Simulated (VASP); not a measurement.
# Se (P3_121) in VASP: a series of runs

The runs below take Se through single point, with LDA.

Program: VASP 6.6.1. These are calculated values, not measurements. Logs are shortened: lines on timing, memory, paths and dates and some standing lists are left out, and cuts for length are marked.

### 1 The cell of the first run

Symmetry: P3_121, No. 152, trigonal system. Conventional cell: a = 4.323 Å, b = 4.323 Å, c = 4.954 Å, α = 90.00°, β = 90.00°, γ = 120.00°. Se (site symmetry 2) has 2 Se at 2.36 Å within 3.1 Å.

### 2 Single point, LDA (equal xx and yy strain of -1 %)

File INCAR:

```
PREC = Accurate
ENCUT = 520
EDIFF = 1E-6
ISMEAR = -1
SIGMA = 0.03
LREAL = F
LASPH = T
NELM = 80
ALGO = Normal
ISIF = 2
LWAVE = F
LCHARG = F
GGA = CA
NBANDS = 16
```

File KPOINTS:

```
regular mesh
0
Gamma
  6 6 5
```

File POSCAR:

```
Se
1.0
    4.3225379494      0.0000000000      0.0000000000
   -2.1612689748      3.7434276731      0.0000000000
    0.0000000000      0.0000000000      4.9536000000
Se
3
Direct
    0.2254000000      0.0000000000      0.3333333333
    0.0000000000      0.2254000000      0.6666666667
    0.7746000000      0.7746000000      0.0000000000
```

Potentials or basis: VASP PAW LDA potentials, release 64 (Se).

Command:

```sh
cat potpaw_LDA.64/Se/POTCAR > POTCAR
mpirun -np 1 vasp_std > vasp.out
```

OUTCAR:

```text
PREC = Accurate
   ENCUT = 520
   EDIFF = 1E-6
   ISMEAR = -1
   LREAL = F
   LASPH = T
   NELM = 80
   ISIF = 2
   GGA = CA

 ion  position               nearest neighbor table
   1  0.225  0.000  0.333-   3 2.36   2 2.36
   2  0.000  0.225  0.667-   3 2.36   1 2.36
   3  0.775  0.775  0.000-   1 2.36   2 2.36

  LATTYP: Found a hexagonal cell.
 ALAT       =     4.3225379494
 C/A-ratio  =     1.1459934090

  Lattice vectors:

 A1 = (   4.3225379494,   0.0000000000,   0.0000000000)
 A2 = (  -2.1612689748,   3.7434276731,   0.0000000000)
 A3 = (   0.0000000000,   0.0000000000,   4.9536000000)

Analysis of symmetry for initial positions (statically):
=====================================================================
 Subroutine PRICEL returns:
 Original cell was already a primitive cell.

 Routine SETGRP: Setting up the symmetry group for a
 hexagonal supercell.

 Subroutine GETGRP returns: Found  6 space group operations
 (whereof  2 operations were pure point group operations)
 out of a pool of 24 trial point group operations.

The static configuration has the point symmetry C_2 .
 The point group associated with its full space group is D_3 .

Analysis of symmetry for dynamics (positions and initial velocities):
=====================================================================
 Subroutine PRICEL returns:
 Original cell was already a primitive cell.

 Routine SETGRP: Setting up the symmetry group for a
 hexagonal supercell.

 Subroutine GETGRP returns: Found  6 space group operations
 (whereof  2 operations were pure point group operations)
 out of a pool of 24 trial point group operations.

The dynamic configuration has the point symmetry C_2 .
 The point group associated with its full space group is D_3 .

 Subroutine INISYM returns: Found  6 space group operations
 (whereof  2 operations are pure point group operations),
 and found     1 'primitive' translations

----------------------------------------------------------------------------------------

                                     Primitive cell

  volume of cell :      80.1547

  direct lattice vectors                    reciprocal lattice vectors
     4.322537949  0.000000000  0.000000000     0.231345569  0.133567426  0.000000000
    -2.161268975  3.743427673  0.000000000     0.000000000  0.267134853  0.000000000
     0.000000000  0.000000000  4.953600000     0.000000000  0.000000000  0.201873385

  length of vectors
     4.322537949  4.322537950  4.953600000     0.267134853  0.267134853  0.201873385

  position of ions in fractional coordinates (direct lattice)
     0.225400000  0.000000000  0.333333333
     0.000000000  0.225400000  0.666666667
     0.774600000  0.774600000  0.000000000

  ion indices of the primitive-cell ions
   primitive index   ion index
                 1           1
                 2           2
                 3           3

----------------------------------------------------------------------------------------

 KPOINTS: regular mesh

Automatic generation of k-mesh.
 Grid dimensions read from file:
 generate k-points for:    6    6    5

 Generating k-lattice:

  Cartesian coordinates                     Fractional coordinates (reciprocal lattice)
     0.038557595  0.022261238  0.000000000     0.166666667  0.000000000  0.000000000
     0.000000000  0.044522475  0.000000000     0.000000000  0.166666667  0.000000000
     0.000000000  0.000000000  0.040374677     0.000000000  0.000000000  0.200000000

  Length of vectors
     0.044522475  0.044522475  0.040374677

  Shift w.r.t. Gamma in fractional coordinates (k-lattice)
     0.000000000  0.000000000  0.000000000

 Subroutine IBZKPT returns following result:
 ===========================================

 Found     27 irreducible k-points:

 Following reciprocal coordinates:
            Coordinates               Weight
  0.000000  0.000000  0.000000      1.000000
  0.166667  0.000000  0.000000      6.000000
  0.333333  0.000000  0.000000      6.000000
  0.500000  0.000000  0.000000      3.000000
  0.166667  0.166667  0.000000      6.000000
  0.333333  0.166667  0.000000     12.000000
[... 16 lines left out ...]
  0.500000  0.000000  0.400000      6.000000
  0.166667  0.166667  0.400000     12.000000
 [... further k-points ...]
   k-points           NKPTS =     27   k-points in BZ     NKDIM =     27   number of bands    NBANDS=     16
   number of dos      NEDOS =    301   number of ions     NIONS =      3
   total plane-waves  NPLWV =  40960
   dimension x,y,z NGX =    32 NGY =   32 NGZ =   40
   dimension x,y,z NGXF=    64 NGYF=   64 NGZF=   80
   ions per type =               3
   NGX,Y,Z   is equivalent  to a cutoff of  12.31, 12.31, 13.42 a.u.
   NGXF,Y,Z  is equivalent  to a cutoff of  24.61, 24.61, 26.85 a.u.
 SYSTEM =  unknown system
   PREC   = accura    normal or accurate (medium, high low for compatibility)
   ISTART =      0    job   : 0-new  1-cont  2-samecut
   ICHARG =      2    charge: 1-file 2-atom 10-const
   ISPIN  =      1    spin polarized calculation?
   LNONCOLLINEAR =      F non collinear calculations
   LSORBIT =      F    spin-orbit coupling
   LASPH  =      T    aspherical Exc in radial PAW
   ENCUT  =  520.0 eV  38.22 Ry    6.18 a.u.   8.04  8.04  9.21*2*pi/ulx,y,z
   NELM   =     80;   NELMIN=  2; NELMDL= -5     # of ELM steps
   EDIFF  = 0.1E-05   stopping-criterion for ELM
   LREAL  =      F    real-space projection
   EDIFFG = 0.1E-04   stopping-criterion for IOM
   NSW    =      0    number of steps for IOM
   IBRION =     -1    ionic relax: 0-MD 1-quasi-New 2-CG
   NFREE  =      0    steps in history (QN), initial steepest desc. (CG)
   ISIF   =      2    stress and relaxation
   ISYM   =      2    0-nonsym 1-usesym 2-fastsym
   POTIM  = 0.5000    time-step for ionic-motion
   TEBEG  =    0.0;   TEEND  =   0.0 temperature during run
   PSTRESS=    0.0 pullay stress
   NELECT =      18.0000    total number of electrons
   NUPDOWN=      -1.0000    fix difference up-down
   EMIN   =  10.00;   EMAX   =-10.00  energy-range for DOS
   EFERMI =   0.00;   METHOD = LEGACY
   ISMEAR =    -1;   SIGMA  =   0.03  broadening in eV -4-tet -1-fermi 0-gaus
   EFERMI_NEDOS =   21; number of points for ismear=-14 and -15
   IALGO  =     38    algorithm
   IMIX   =      4    mixing-type and parameters
     AMIX     =   0.40;   BMIX     =  1.00
     AMIX_MAG =   1.60;   BMIX_MAG =  1.00
  volume/ion in A,a.u.               =      26.72       180.30
  Fermi-wavevector in a.u.,A,eV,Ry     =   0.995075  1.880420 13.472146  0.990175
  Thomas-Fermi vector in A             =   2.127070
   LORBIT       =      0    0 simple, 1 ext, 2 COOP (PROOUT), +10 PAW based schemes
   GGA     = CA    functional components
   LHFCALC =     F    Hartree Fock is set to
   AEXX    =    0.0000 exact exchange contribution
   IVDW    =     0    specifies the selected vdW correction
   LEPSILON=     F    determine dielectric tensor
   LRPA    =     F    only Hartree local field effects (RPA)
 non-spin polarized calculation
  energy-cutoff  :      520.00
  volume of cell :       80.15
 maximum number of plane-waves:      2182
   NGX = 17   NGY = 17   NGZ = 19

 number of electron      18.0000001 magnetization

 Free energy of the ion-electron system (eV)
  ---------------------------------------------------
  ext. energy  EPLUGINS =         0.00000000
  ---------------------------------------------------
  free energy    TOTEN  =       -12.33532821 eV

  energy without entropy =      -12.33532821  energy(sigma->0) =      -12.33532821

 E-fermi :   3.3889     XC(G=0):  -9.2701

 val. band max:        2.7686060703   @ k =  -0.1667   0.5000   0.4000
 cond. band min:       3.9559845460   @ k =   0.0000   0.0000   0.4000
 fundamental gap:      1.1873784757
 Fermi energy:         3.3888748116

 k-point     1 :       0.0000    0.0000    0.0000
  band No.  band energies     occupation
      1     -13.1514      2.00000
      2      -8.9519      2.00000
      3      -8.9519      2.00000
      4      -1.0151      2.00000
      5      -1.0151      2.00000
      6      -0.9783      2.00000
[... 8 lines left out ...]
     15       9.1196      0.00000
     16      11.1670      0.00000

 k-point     2 :       0.1667    0.0000    0.0000
  band No.  band energies     occupation
      1     -13.0400      2.00000
      2      -9.0496      2.00000
      3      -8.9377      2.00000
      4      -1.7866      2.00000
      5      -1.3585      2.00000
      6      -0.7685      2.00000
[... 8 lines left out ...]
     15      10.0262      0.00000
     16      11.1341      0.00000

 k-point     3 :       0.3333    0.0000    0.0000
  band No.  band energies     occupation
      1     -12.7864      2.00000
      2      -9.3025      2.00000
      3      -8.9082      2.00000
      4      -2.3399      2.00000
      5      -1.7864      2.00000
      6      -0.8249      2.00000
[... 8 lines left out ...]
     15      11.3022      0.00000
     16      12.2565      0.00000

 k-point     4 :       0.5000    0.0000    0.0000
  band No.  band energies     occupation
      1     -12.6384      2.00000
      2      -9.4637      2.00000
      3      -8.8928      2.00000
      4      -2.4564      2.00000
      5      -1.9647      2.00000
      6      -0.6722      2.00000
[... 8 lines left out ...]
     15      12.5814      0.00000
     16      12.6075      0.00000

 k-point     5 :       0.1667    0.1667    0.0000
  band No.  band energies     occupation
      1     -12.8551      2.00000
      2      -9.1931      2.00000
      3      -8.9555      2.00000
      4      -2.1628      2.00000
      5      -1.8717      2.00000
      6      -0.6330      2.00000
[... 8 lines left out ...]
     15      10.7955      0.00000
     16      11.5725      0.00000

 k-point     6 :       0.3333    0.1667    0.0000
  band No.  band energies     occupation
      1     -12.6420      2.00000
      2      -9.3641      2.00000
      3      -8.9991      2.00000
      4      -2.3691      2.00000
      5      -2.0939      2.00000
      6      -0.5320      2.00000
[... 8 lines left out ...]
     15      11.8056      0.00000
     16      12.2697      0.00000

 k-point     7 :       0.3333    0.3333    0.0000
  band No.  band energies     occupation
      1     -12.5661      2.00000
      2      -9.2274      2.00000
      3      -9.2274      2.00000
      4      -2.2709      2.00000
      5      -2.2709      2.00000
      6      -0.0745      2.00000
[... 8 lines left out ...]
     15      10.4245      0.00000
     16      12.5432      0.00000

 k-point     8 :       0.0000    0.0000    0.2000
  band No.  band energies     occupation
      1     -12.9596      2.00000
      2     -10.2997      2.00000
      3      -7.6441      2.00000
      4      -1.5182      2.00000
      5      -0.8690      2.00000
      6      -0.7101      2.00000
[... 8 lines left out ...]
     15       9.7163      0.00000
     16      10.0584      0.00000

 k-point     9 :       0.1667    0.0000    0.2000
  band No.  band energies     occupation
      1     -12.8517      2.00000
      2     -10.2628      2.00000
      3      -7.8097      2.00000
      4      -1.8490      2.00000
      5      -1.3676      2.00000
      6      -0.6022      2.00000
[... 8 lines left out ...]
     15      10.0939      0.00000
     16      10.3075      0.00000
[... 172 lines left out ...]
 k-point    19 :       0.1667    0.0000    0.4000
  band No.  band energies     occupation
      1     -12.2970      2.00000
      2     -11.4075      2.00000
      3      -7.0111      2.00000
      4      -2.2331      2.00000
      5      -1.0989      2.00000
      6      -0.6681      2.00000
[... 8 lines left out ...]
     15      10.7529      0.00000
     16      10.7601      0.00000

 k-point    20 :       0.0000    0.1667    0.4000
  band No.  band energies     occupation
      1     -12.2949      2.00000
      2     -11.4118      2.00000
      3      -6.9978      2.00000
      4      -2.2726      2.00000
      5      -1.1970      2.00000
      6      -0.6757      2.00000
[... 8 lines left out ...]
     15      10.2506      0.00000
     16      11.2163      0.00000

 k-point    21 :       0.3333    0.0000    0.4000
  band No.  band energies     occupation
      1     -12.0838      2.00000
      2     -11.2357      2.00000
      3      -7.5574      2.00000
      4      -2.7468      2.00000
      5      -1.6513      2.00000
      6      -1.0993      2.00000
[... 8 lines left out ...]
     15      10.8419      0.00000
     16      11.2733      0.00000

 k-point    22 :       0.0000    0.3333    0.4000
  band No.  band energies     occupation
      1     -12.0748      2.00000
      2     -11.2538      2.00000
      3      -7.5185      2.00000
      4      -2.8715      2.00000
      5      -1.7440      2.00000
      6      -1.0590      2.00000
[... 8 lines left out ...]
     15      10.6546      0.00000
     16      11.6917      0.00000

 k-point    23 :       0.5000    0.0000    0.4000
  band No.  band energies     occupation
      1     -11.9577      2.00000
      2     -11.1534      2.00000
      3      -7.8104      2.00000
      4      -3.1168      2.00000
      5      -1.8822      2.00000
      6      -1.2534      2.00000
[... 8 lines left out ...]
     15      11.7877      0.00000
     16      12.0818      0.00000

 k-point    24 :       0.1667    0.1667    0.4000
  band No.  band energies     occupation
      1     -12.1365      2.00000
      2     -11.2888      2.00000
      3      -7.3975      2.00000
      4      -2.6107      2.00000
      5      -1.6954      2.00000
      6      -1.0698      2.00000
[... 8 lines left out ...]
     15      10.6653      0.00000
     16      11.0524      0.00000

 [... further k-points ...]
[... 5 lines left out ...]
  --------------------------------------------------------------------------------------
  -------------------------------------------------------------------------------------
  Total       -0.3499428     -0.3499428      0.5172073      0.0000000      0.0000000     -0.0000000
  in kB       -6.9948510     -6.9948510     10.3382258      0.0000000      0.0000000     -0.0000000
  external PRESSURE =      -1.2171588 kB  Pullay stress =       0.0000000 kB

 VOLUME and BASIS-vectors are now :
 -----------------------------------------------------------------------------
  energy-cutoff  :      520.00
  volume of cell :       80.15
      direct lattice vectors                 reciprocal lattice vectors
     4.322537949  0.000000000  0.000000000     0.231345569  0.133567426  0.000000000
    -2.161268975  3.743427673  0.000000000     0.000000000  0.267134853  0.000000000
     0.000000000  0.000000000  4.953600000     0.000000000  0.000000000  0.201873385

 POSITION                                       TOTAL-FORCE (eV/Angst)
 -----------------------------------------------------------------------------------
      0.97430      0.00000      1.65120         0.457847      0.000000      0.000000
     -0.48715      0.84377      3.30240        -0.228923      0.396507     -0.000000
      1.67412      2.89966      0.00000        -0.228923     -0.396507     -0.000000
 -----------------------------------------------------------------------------------
    total drift:                                0.000002      0.000003     -0.000000

  FREE ENERGIE OF THE ION-ELECTRON SYSTEM (eV)
  ---------------------------------------------------
  free  energy   TOTEN  =       -12.3353282065 eV

  energy  without entropy=      -12.3353282063  energy(sigma->0) =      -12.33532821
```

Wall time 30 s (1 thread of Intel Xeon 8259CL, shared host); peak memory 0.17 GiB.

Results:

* Free energy: -12.3353 eV
* Pressure: -0.1 GPa
* Largest force: 0.458 eV/Å
* Band gap on the k mesh: 1.19 eV (least direct gap 1.37 eV)

Forces on the atoms (eV/Å):
```
Se   0.458  0.000  0.000
Se  -0.229  0.397  0.000
Se  -0.229 -0.397  0.000
```

Caveat: the cell differs from its parent crystal (equal xx and yy strain of -1 %); an odd mesh through Γ misses points on the zone boundary, where band edges can lie.

### 3 Single point, LDA (equal xx and yy strain of +2 %)

File INCAR:

```
  PREC = Accurate
  ENCUT = 520
  EDIFF = 1E-6
  ISMEAR = -1
  SIGMA = 0.03
  LREAL = F
  LASPH = T
  NELM = 100
  ALGO = Normal
  ISIF = 2
  LWAVE = F
  LCHARG = F
  NBANDS = 16
```

KPOINTS is that of step 2.

File POSCAR:

```
Se
1.0
    4.4535239479      0.0000000000      0.0000000000
   -2.2267619740      3.8568648753      0.0000000000
    0.0000000000      0.0000000000      4.9536000000
Se
3
Direct
    0.2254000000      0.0000000000      0.3333333333
    0.0000000000      0.2254000000      0.6666666667
    0.7746000000      0.7746000000      0.0000000000
```

Potentials or basis: VASP PAW LDA potentials, release 64 (Se).

Command:

```sh
cat potpaw_LDA.64/Se/POTCAR > POTCAR
mpirun -np 1 vasp_std > vasp.out
```

Run time: 35 s. Hardware: 1 thread of Intel Xeon 8259CL, shared host; peak memory 0.18 GiB.

It converged, with:

```yaml
Free_energy: -12.2765 eV
Pressure: -2.7 GPa
Largest_force: 0.115 eV/Å
Band_gap_on_the_k_mesh: 1.17 eV (least direct gap 1.48 eV)
```

Forces in eV/Å, atoms in the order of the input:
```
Se  -0.115  0.000  0.000
Se   0.058 -0.100  0.000
Se   0.058  0.100  0.000
```

Stress tensor (GPa, compression positive):
```
-3.03  0.00  0.00
 0.00 -3.03  0.00
 0.00  0.00 -2.06
```

Levels at points of the mesh, in eV from the valence-band top:
```csv
k point,band 7,band 8,band 9,band 10,band 11,band 12
"(0.00, 0.00, 0.00)",-1.84,-1.84,-0.26,1.90,1.90,2.13
"(0.50, 0.00, 0.00)",-2.66,-1.60,-0.82,1.94,2.31,3.97
```

Caveat: the cell differs from its parent crystal (equal xx and yy strain of +2 %); an odd mesh through Γ misses points on the zone boundary, where band edges can lie.
